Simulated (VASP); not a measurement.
Ti6O, 7 atoms in the cell. The cell holds a slab with vacuum, 7 atoms: a = 2.900 Å, b = 4.591 Å, c = 21.206 Å, α = 90.00°, β = 90.00°, γ = 90.00°. 

| Quantity | Value |
| --- | --- |
| Program | VASP 6.6.1 |
| Task | single point |
| Functional | PBEsol |
| Potentials or basis | VASP PAW PBE potentials, release 64 (Ti_sv, O) |
| Cutoff | 520 eV |
| k mesh | 9 × 6 × 1 |
| Occupations | gaussian, width 0.1 eV |
| Spin | no spin polarisation |
| Dipole correction | yes |
| Further INCAR settings | ALGO = Normal; EDIFF = 1e-07; NBANDS = 48 |

Potentials or basis: VASP PAW PBE potentials, release 64 (Ti_sv, O).

Command:

```sh
$ cat potpaw_PBE.64/Ti_sv/POTCAR potpaw_PBE.64/O/POTCAR > POTCAR
$ mpirun -np 1 vasp_std > vasp.out
```

Hardware: 1 thread of Intel Xeon 8259CL (shared host).

**Question.** Estimate the wall time of this run.

**Answer.** Wall time 49 min on 1 thread of Intel Xeon 8259CL, with other jobs on the host, peak memory 0.53 GiB. Counts: scf iterations 33, k points 28.
